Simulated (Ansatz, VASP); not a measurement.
**Cr in VASP and in Ansatz**

```
CELL_PARAMETERS angstrom
2.84796 0.00000 0.00000
1.42398 2.01381 0.00000
0.00000 0.00000 28.08286
ATOMIC_POSITIONS crystal
Cr 0.00000 0.00000 0.28749
Cr 0.50000 0.00000 0.35613
Cr 0.00000 0.00000 0.42828
Cr 0.50000 0.00000 0.50000
Cr 0.00000 0.00000 0.57172
Cr 0.50000 0.00000 0.64387
Cr 0.00000 0.00000 0.71251
```

Alike in both runs: functional PBE; k mesh 16 × 16 × 1; no spin polarisation.

Ansatz relaxed the structure, and its values are those at the end. VASP's run is a single point on that final structure, the one shown.

```csv
,VASP,Ansatz
version,VASP 6.6.1,Ansatz 0.2.0
potentials or method,"VASP PAW PBE potentials, release 64 (Cr_pv)","plane-wave PAW, scalar-relativistic"
plane-wave cutoff (eV),400,420
occupations,"methfessel-paxton of order 1, width 0.1 eV","cold, width 0.1 eV"
valence electrons in the cell,84,98
```

```tsv
	VASP	Ansatz	Ansatz less VASP
rms of the force components (eV/Å)	0.004	0.000	-0.0037
```

VASP's potentials hold 84 valence electrons a cell and Ansatz's 98, so a difference there can come from the potentials and not from the codes.
